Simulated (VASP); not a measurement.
# InSb (F-43m) in VASP: further runs

The runs below take InSb through single point, with PBEsol, HSE06.

All numbers are computed with VASP 6.6.1; they aren't measurements. Logs are shortened: lines on timing, memory, paths and dates and some standing lists are left out, and cuts for length are marked.

**Experimental background.**

“Electronic Structure and Epitaxy of CdTe Shells on InSb Nanowires”, 2021, arxiv:2111.05126 quotes, for a bulk crystal of InSb: band gap 0.24 eV.

How close the calculation comes is told below.

### 1 The cell of the first run

It takes space group F-43m (No. 216, cubic). Conventional cell: a = 6.520 Å, b = 6.520 Å, c = 6.520 Å, α = 90.00°, β = 90.00°, γ = 90.00°. In (site symmetry -43m) has 4 Sb at 2.82 Å within 3.7 Å. Within 3.7 Å of Sb (site symmetry -43m) lie 4 In at 2.82 Å.

### 2 Single point, PBEsol

INCAR

```
PREC = Accurate ; ENCUT = 520
EDIFF = 1E-6 ; ISMEAR = 0
SIGMA = 0.1 ; LREAL = F
LASPH = T ; NELM = 80
ALGO = Normal ; ISIF = 2
LWAVE = F ; LCHARG = F
GGA = PS ; ISYM = 0
NBANDS = 16
```

KPOINTS

```
Automatic mesh
0
Gamma
  8 6 15
```

POSCAR

```
InSb
1.0
    4.6102358844      0.0000000000      0.0000000000
    0.0000000000      6.5198581135      0.0000000000
    2.3051179422     -3.2599290567      2.3051179422
In Sb
1 1
Direct
    0.0000000000      0.0000000000      0.0000000000
    0.5000000000      0.2500000000      0.0000000000
```

Potentials or basis: VASP PAW PBE potentials, release 64 (In_d, Sb).

Command:

```sh
cat potpaw_PBE.64/In_d/POTCAR potpaw_PBE.64/Sb/POTCAR > POTCAR
mpirun -np 1 vasp_std > vasp.out
```

OUTCAR:

```text
PREC = Accurate
   ENCUT = 520
   EDIFF = 1E-6
   ISMEAR = 0
   LREAL = F
   LASPH = T
   NELM = 80
   ISIF = 2
   GGA = PS
   ISYM = 0

 ion  position               nearest neighbor table
   1  0.000  0.000  0.000-   2 2.82   2 2.82   2 2.82   2 2.82
   2  0.500  0.250  0.000-   1 2.82   1 2.82   1 2.82   1 2.82

IMPORTANT INFORMATION: All symmetrisations will be switched off!
NOSYMM: (Re-)initialisation of all symmetry stuff for point group C_1.

----------------------------------------------------------------------------------------

                                     Primitive cell

  volume of cell :      69.2874

  direct lattice vectors                    reciprocal lattice vectors
     4.610235884  0.000000000  0.000000000     0.216908641  0.000000000 -0.216908641
     0.000000000  6.519858113  0.000000000     0.000000000  0.153377571  0.216908641
     2.305117942 -3.259929057  2.305117942     0.000000000  0.000000000  0.433817282

  length of vectors
     4.610235884  6.519858113  4.610235884     0.306755142  0.265657746  0.433817282

  position of ions in fractional coordinates (direct lattice)
     0.000000000  0.000000000  0.000000000
     0.500000000  0.250000000  0.000000000

  ion indices of the primitive-cell ions
   primitive index   ion index
                 1           1
                 2           2

----------------------------------------------------------------------------------------

 KPOINTS: Automatic mesh

Automatic generation of k-mesh.
 Grid dimensions read from file:
 generate k-points for:    8    6   15

 Generating k-lattice:

  Cartesian coordinates                     Fractional coordinates (reciprocal lattice)
     0.027113580  0.000000000 -0.027113580     0.125000000  0.000000000  0.000000000
     0.000000000  0.025562928  0.036151440     0.000000000  0.166666667  0.000000000
     0.000000000  0.000000000  0.028921152     0.000000000  0.000000000  0.066666667

  Length of vectors
     0.038344393  0.044276291  0.028921152

  Shift w.r.t. Gamma in fractional coordinates (k-lattice)
     0.000000000  0.000000000  0.000000000

 -----------------------------------------------------------------------------
|                                                                             |
|           W    W    AA    RRRRR   N    N  II  N    N   GGGG   !!!           |
|           W    W   A  A   R    R  NN   N  II  NN   N  G    G  !!!           |
|           W    W  A    A  R    R  N N  N  II  N N  N  G       !!!           |
|           W WW W  AAAAAA  RRRRR   N  N N  II  N  N N  G  GGG   !            |
|           WW  WW  A    A  R   R   N   NN  II  N   NN  G    G                |
|           W    W  A    A  R    R  N    N  II  N    N   GGGG   !!!           |
|                                                                             |
|     Your reciprocal lattice and k-lattice belong to different lattice       |
|     classes:                                                                |
|                                                                             |
|        The reciprocal lattice is body-centered cubic,                       |
|        whereas your k-lattice is triclinic.                                 |
|                                                                             |
|     Results are often still useful ...                                      |
|                                                                             |
 -----------------------------------------------------------------------------

 WARNING: IBZKPT: internal override: KBLOWUP is changed to .FALSE.
      ... skipping the blow-up phase ...

 Subroutine IBZKPT returns following result:
 ===========================================

 Found    362 irreducible k-points:

 Following reciprocal coordinates:
            Coordinates               Weight
  0.000000  0.000000  0.000000      1.000000
  0.125000  0.000000  0.000000      2.000000
  0.250000  0.000000  0.000000      2.000000
  0.375000  0.000000  0.000000      2.000000
  0.500000  0.000000  0.000000      1.000000
  0.000000  0.166667  0.000000      2.000000
[... 16 lines left out ...]
  0.125000  0.500000  0.000000      2.000000
  0.250000  0.500000 -0.000000      2.000000
 [... further k-points ...]
   k-points           NKPTS =    362   k-points in BZ     NKDIM =    362   number of bands    NBANDS=     16
   number of dos      NEDOS =    301   number of ions     NIONS =      2
   total plane-waves  NPLWV =  62208
   dimension x,y,z NGX =    36 NGY =   48 NGZ =   36
   dimension x,y,z NGXF=    72 NGYF=   96 NGZF=   72
   ions per type =               1   1
   NGX,Y,Z   is equivalent  to a cutoff of  12.98, 12.24, 12.98 a.u.
   NGXF,Y,Z  is equivalent  to a cutoff of  25.96, 24.48, 25.96 a.u.
 SYSTEM =  unknown system
   PREC   = accura    normal or accurate (medium, high low for compatibility)
   ISTART =      0    job   : 0-new  1-cont  2-samecut
   ICHARG =      2    charge: 1-file 2-atom 10-const
   ISPIN  =      1    spin polarized calculation?
   LNONCOLLINEAR =      F non collinear calculations
   LSORBIT =      F    spin-orbit coupling
   LASPH  =      T    aspherical Exc in radial PAW
   ENCUT  =  520.0 eV  38.22 Ry    6.18 a.u.   8.57 12.12  8.57*2*pi/ulx,y,z
   NELM   =     80;   NELMIN=  2; NELMDL= -5     # of ELM steps
   EDIFF  = 0.1E-05   stopping-criterion for ELM
   LREAL  =      F    real-space projection
   EDIFFG = 0.1E-04   stopping-criterion for IOM
   NSW    =      0    number of steps for IOM
   IBRION =     -1    ionic relax: 0-MD 1-quasi-New 2-CG
   NFREE  =      0    steps in history (QN), initial steepest desc. (CG)
   ISIF   =      2    stress and relaxation
   ISYM   =      0    0-nonsym 1-usesym 2-fastsym
   POTIM  = 0.5000    time-step for ionic-motion
   TEBEG  =    0.0;   TEEND  =   0.0 temperature during run
   PSTRESS=    0.0 pullay stress
   NELECT =      18.0000    total number of electrons
   NUPDOWN=      -1.0000    fix difference up-down
   EMIN   =  10.00;   EMAX   =-10.00  energy-range for DOS
   EFERMI =   0.00;   METHOD = LEGACY
   ISMEAR =     0;   SIGMA  =   0.10  broadening in eV -4-tet -1-fermi 0-gaus
   EFERMI_NEDOS =   21; number of points for ismear=-14 and -15
   IALGO  =     38    algorithm
   IMIX   =      4    mixing-type and parameters
     AMIX     =   0.40;   BMIX     =  1.00
     AMIX_MAG =   1.60;   BMIX_MAG =  1.00
  volume/ion in A,a.u.               =      34.64       233.79
  Fermi-wavevector in a.u.,A,eV,Ry     =   1.044594  1.973996 14.846359  1.091177
  Thomas-Fermi vector in A             =   2.179353
   LORBIT       =      0    0 simple, 1 ext, 2 COOP (PROOUT), +10 PAW based schemes
   GGA     = PS    functional components
   LHFCALC =     F    Hartree Fock is set to
   AEXX    =    0.0000 exact exchange contribution
   IVDW    =     0    specifies the selected vdW correction
   LEPSILON=     F    determine dielectric tensor
   LRPA    =     F    only Hartree local field effects (RPA)
 non-spin polarized calculation
 Gauss-broadening in eV      SIGMA  =   0.10
  energy-cutoff  :      520.00
  volume of cell :       69.29
 maximum number of plane-waves:      1892
 NGX is ok and might be reduce to    36
   NGX = 17   NGY = 25   NGZ = 17

 number of electron      17.9999999 magnetization

 Free energy of the ion-electron system (eV)
  ---------------------------------------------------
  ext. energy  EPLUGINS =         0.00000000
  ---------------------------------------------------
  free energy    TOTEN  =        -7.70010494 eV

  energy without entropy =       -7.69982273  energy(sigma->0) =       -7.69996383

 E-fermi :   4.8108     XC(G=0):  -8.7891

 val. band max:        4.7647670823   @ k =   0.0000   0.0000   0.0000
 cond. band min:       5.2038588442   @ k =   0.0000   0.5000  -0.0000
 fundamental gap:      0.4390917618
 Fermi energy:         4.8107634932

 k-point     1 :       0.0000    0.0000    0.0000
  band No.  band energies     occupation
      1      -9.7358      2.00000
      2      -9.7355      2.00000
      3      -9.7355      2.00000
      4      -9.6543      2.00000
      5      -9.6540      2.00000
      6      -5.8660      2.00000
[... 8 lines left out ...]
     15      13.0111      0.00000
     16      13.0112      0.00000

 k-point     2 :       0.1250    0.0000    0.0000
  band No.  band energies     occupation
      1      -9.7481      2.00000
      2      -9.7297      2.00000
      3      -9.7295      2.00000
      4      -9.6563      2.00000
      5      -9.6530      2.00000
      6      -5.6811      2.00000
[... 8 lines left out ...]
     15      11.4407      0.00000
     16      13.1682      0.00000

 k-point     3 :       0.2500    0.0000    0.0000
  band No.  band energies     occupation
      1      -9.7761      2.00000
      2      -9.7151      2.00000
      3      -9.7149      2.00000
      4      -9.6624      2.00000
      5      -9.6499      2.00000
      6      -5.1555      2.00000
[... 8 lines left out ...]
     15      13.3910      0.00000
     16      13.6345      0.00000

 k-point     4 :       0.3750    0.0000    0.0000
  band No.  band energies     occupation
      1      -9.8023      2.00000
      2      -9.7001      2.00000
      3      -9.7000      2.00000
      4      -9.6694      2.00000
      5      -9.6468      2.00000
      6      -4.4156      2.00000
[... 8 lines left out ...]
     15      14.3683      0.00000
     16      15.2419      0.00000

 k-point     5 :       0.5000    0.0000    0.0000
  band No.  band energies     occupation
      1      -9.8126      2.00000
      2      -9.6938      2.00000
      3      -9.6937      2.00000
      4      -9.6726      2.00000
      5      -9.6455      2.00000
      6      -3.9492      2.00000
[... 8 lines left out ...]
     15      14.9571      0.00000
     16      15.1054      0.00000

 k-point     6 :       0.0000    0.1667    0.0000
  band No.  band energies     occupation
      1      -9.7473      2.00000
      2      -9.7304      2.00000
      3      -9.7304      2.00000
      4      -9.6546      2.00000
      5      -9.6544      2.00000
      6      -5.6230      2.00000
[... 8 lines left out ...]
     15      12.0303      0.00000
     16      12.0303      0.00000

 k-point     7 :       0.1250    0.1667   -0.0000
  band No.  band energies     occupation
      1      -9.7448      2.00000
      2      -9.7321      2.00000
      3      -9.7308      2.00000
      4      -9.6551      2.00000
      5      -9.6539      2.00000
      6      -5.6823      2.00000
[... 8 lines left out ...]
     15      11.8924      0.00000
     16      12.2346      0.00000

 k-point     8 :       0.2500    0.1667   -0.0000
  band No.  band energies     occupation
      1      -9.7586      2.00000
      2      -9.7260      2.00000
      3      -9.7243      2.00000
      4      -9.6566      2.00000
      5      -9.6527      2.00000
      6      -5.3914      2.00000
[... 8 lines left out ...]
     15      12.0952      0.00000
     16      12.5666      0.00000

 k-point     9 :       0.3750    0.1667   -0.0000
  band No.  band energies     occupation
      1      -9.7838      2.00000
      2      -9.7129      2.00000
      3      -9.7109      2.00000
      4      -9.6623      2.00000
      5      -9.6496      2.00000
      6      -4.8095      2.00000
[... 8 lines left out ...]
     15      13.5037      0.00000
     16      13.8524      0.00000
[... 172 lines left out ...]
 k-point    19 :      -0.3750    0.3333    0.0000
  band No.  band energies     occupation
      1      -9.7948      2.00000
      2      -9.7084      2.00000
      3      -9.7043      2.00000
      4      -9.6605      2.00000
      5      -9.6524      2.00000
      6      -4.1296      2.00000
[... 8 lines left out ...]
     15      12.6393      0.00000
     16      14.9918      0.00000

 k-point    20 :      -0.2500    0.3333    0.0000
  band No.  band energies     occupation
      1      -9.7931      2.00000
      2      -9.7096      2.00000
      3      -9.7059      2.00000
      4      -9.6599      2.00000
      5      -9.6520      2.00000
      6      -4.1960      2.00000
[... 8 lines left out ...]
     15      13.0167      0.00000
     16      14.2618      0.00000

 k-point    21 :      -0.1250    0.3333    0.0000
  band No.  band energies     occupation
      1      -9.7826      2.00000
      2      -9.7163      2.00000
      3      -9.7141      2.00000
      4      -9.6564      2.00000
      5      -9.6515      2.00000
      6      -4.5762      2.00000
[... 8 lines left out ...]
     15      13.4849      0.00000
     16      14.0100      0.00000

 k-point    22 :       0.0000    0.5000   -0.0000
  band No.  band energies     occupation
      1      -9.7812      2.00000
      2      -9.7177      2.00000
      3      -9.7176      2.00000
      4      -9.6527      2.00000
      5      -9.6524      2.00000
      6      -4.5388      2.00000
[... 8 lines left out ...]
     15      13.8625      0.00000
     16      13.8625      0.00000

 k-point    23 :       0.1250    0.5000    0.0000
  band No.  band energies     occupation
      1      -9.7815      2.00000
      2      -9.7159      2.00000
      3      -9.7158      2.00000
      4      -9.6544      2.00000
      5      -9.6534      2.00000
      6      -4.5793      2.00000
[... 8 lines left out ...]
     15      12.4737      0.00000
     16      13.7065      0.00000

 k-point    24 :       0.2500    0.5000   -0.0000
  band No.  band energies     occupation
      1      -9.7817      2.00000
      2      -9.7142      2.00000
      3      -9.7140      2.00000
      4      -9.6562      2.00000
      5      -9.6545      2.00000
      6      -4.6177      2.00000
[... 8 lines left out ...]
     15      12.8295      0.00000
     16      14.4933      0.00000

 [... further k-points ...]
[... 5 lines left out ...]
  --------------------------------------------------------------------------------------
  -------------------------------------------------------------------------------------
  Total        0.0092607     -0.0022583      0.0030472      0.0003606      0.0024579     -0.0002726
  in kB        0.2141413     -0.0522201      0.0704621      0.0083382      0.0568357     -0.0063032
  external PRESSURE =       0.0774611 kB  Pullay stress =       0.0000000 kB

 VOLUME and BASIS-vectors are now :
 -----------------------------------------------------------------------------
  energy-cutoff  :      520.00
  volume of cell :       69.29
      direct lattice vectors                 reciprocal lattice vectors
     4.610235884  0.000000000  0.000000000     0.216908641  0.000000000 -0.216908641
     0.000000000  6.519858113  0.000000000     0.000000000  0.153377571  0.216908641
     2.305117942 -3.259929057  2.305117942     0.000000000  0.000000000  0.433817282

 POSITION                                       TOTAL-FORCE (eV/Angst)
 -----------------------------------------------------------------------------------
      0.00000      0.00000      0.00000        -0.000084      0.000291      0.000644
      2.30512      1.62996      0.00000         0.000084     -0.000291     -0.000644
 -----------------------------------------------------------------------------------
    total drift:                                0.000000      0.000001      0.000001

  FREE ENERGIE OF THE ION-ELECTRON SYSTEM (eV)
  ---------------------------------------------------
  free  energy   TOTEN  =        -7.7001049410 eV

  energy  without entropy=       -7.6998227251  energy(sigma->0) =       -7.69996383
```

It took 11 min on 1 thread of Intel Xeon 8259CL, shared host; peak memory 0.56 GiB.

What came out:

* Free energy: -7.7001 eV
* Pressure: 0.0 GPa
* Band gap on the k mesh: zero (filled and empty bands touch)

Caveat: the PAW data sets were made with another functional, which shifts forces and pressure a little; spin-orbit coupling is left out, which moves the levels of the heavy elements.

[end of part 1 of 3]
